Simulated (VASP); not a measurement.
Wanted: the native input for a VASP 6.6.1 run.

| Quantity | Value |
| --- | --- |
| Task | single point |
| Functional | PBE |
| Potentials or basis | VASP PAW PBE potentials, release 64 (C) |
| Cutoff | 520 eV |
| k mesh | 18 × 18 × 6 |
| Occupations | methfessel-paxton, width 0.5 eV |
| Spin | no spin polarisation |
| Dipole correction | no |
| Further INCAR settings | ALGO = Normal; EDIFF = 1e-06; NBANDS = 16 |

The structure of C lies in POSCAR:

```
C
1.0
    1.2280479700     -2.1270618200      0.0000000000
    1.2280479700      2.1270618200      0.0000000000
    0.0000000000      0.0000000000      7.1732677600
C
4
Direct
    0.0833794600      0.9166205400      0.7531376000
    0.5833794600      0.4166205400      0.2468624000
    0.9166205400      0.0833794600      0.2468624000
    0.4166205400      0.5833794600      0.7531376000
```

These files were run (other wordings do the same):

INCAR

```
SYSTEM = C
PREC     = Accurate       ! precision mode
ENCUT    = 520            ! plane-wave cutoff, eV
EDIFF    = 1E-6           ! SCF threshold, eV
ISMEAR   = 1              ! smearing method
SIGMA    = 0.5            ! smearing width, eV
LREAL    = .False.        ! projectors in reciprocal space
LASPH    = .True.         ! aspherical terms in the spheres
NELM     = 60             ! most SCF steps
ALGO     = Normal         ! electronic algorithm
ISIF     = 2              ! what is computed and relaxed
LWAVE    = .False.        ! write WAVECAR
LCHARG   = .False.        ! write CHGCAR
GGA      = PE             ! functional
NBANDS   = 16             ! bands
```

KPOINTS

```
Automatic mesh
0
Gamma
  18 18 6
  0 0 0
```

Potentials or basis: VASP PAW PBE potentials, release 64 (C).

Launch:

```bash
$ cat potpaw_PBE.64/C/POTCAR > POTCAR
$ mpirun -np 1 vasp_std > vasp.out
```

Results of the run:

- Pressure: 4.2 GPa
- Largest force: 0.025 eV/Å

Caveat: the cell stands under pressure; this functional lacks dispersion, which binds layers or chains, so the pressure and a relaxed spacing across them are unreliable.

Run time: 71 s on 1 thread of Intel(R) Xeon(R) 6975P-C (Granite Rapids) (shared host), peak memory 0.26 GiB.
